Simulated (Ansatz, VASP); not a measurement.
V: VASP beside Ansatz

File INCAR:

```
ALGO = Normal
EDIFF = 1E-6
ENCUT = 520
GGA = RP
ISIF = 2
ISMEAR = -1
LASPH = True
LCHARG = True
LELF = True
LREAL = False
LVHAR = True
LWAVE = False
NBANDS = 20
NELM = 100
PREC = Accurate
SIGMA = 0.1
```

The input KPOINTS:

```
k-points
0
Gamma
  16 16 14
```

POSCAR

```
V
1.0
   -3.1804246797      3.1797674294      1.2439352254
    3.1797674294     -3.1804246797      1.2439352254
    1.7684144902      1.7684144902     -1.2451389804
V
2
Direct
    0.0000083952      0.9999916048      0.0000000000
    0.7499916048      0.2500083952      0.5000000000
```

Input for Ansatz:

```yaml
crystal:
  lattice:
    - [-3.1804246797, 3.1797674294, 1.2439352254]
    - [3.1797674294, -3.1804246797, 1.2439352254]
    - [1.7684144902, 1.7684144902, -1.2451389804]
  atoms:
    - { symbol: V, position: [8.3952e-06, 0.9999916048, 0.0] }
    - { symbol: V, position: [0.7499916048, 0.2500083952, 0.5] }
hamiltonian:
  xc: rpbe
  pseudopotentials:
    kind: paw
    azcp:
      V: "pseudopotentials/V.paw.azcp"
basis:
  ecutwfc: 420
  fft_grid_basis: typed
kpoints:
  mp_grid: { grid: [16, 16, 14], shift: [0, 0, 0] }
magnetization:
  spin_polarized: false
scf:
  occupations: { method: fermi_dirac, width: 0.1 }
  lower_state_search: "off"
output:
  stress: true
  write_density: true
  write_potential: true
  elf: true
  volumetric_format: npy
```

Alike in both runs: task single point; functional RPBE; k mesh 16 × 16 × 14; occupations fermi-dirac, width 0.1 eV; no spin polarisation.

```csv
,VASP,Ansatz
version,VASP 6.6.1,Ansatz 0.2.0
potentials or method,"VASP PAW PBE potentials, release 64 (V_sv), cutoff 520 eV","plane waves (420 eV) with PAW, scalar-relativistic"
valence electrons in the cell,26,26
```

```csv
,VASP,Ansatz,Ansatz less VASP
pressure (GPa),0.2,0.0,-0.26
"traceless stress, the component that is largest in VASP (GPa)",-0.12,-0.13,-0.013
```

VASP's potentials were made for PBE, not for RPBE. With one functional, cell and mesh, what is left measures potentials, basis and numerics.
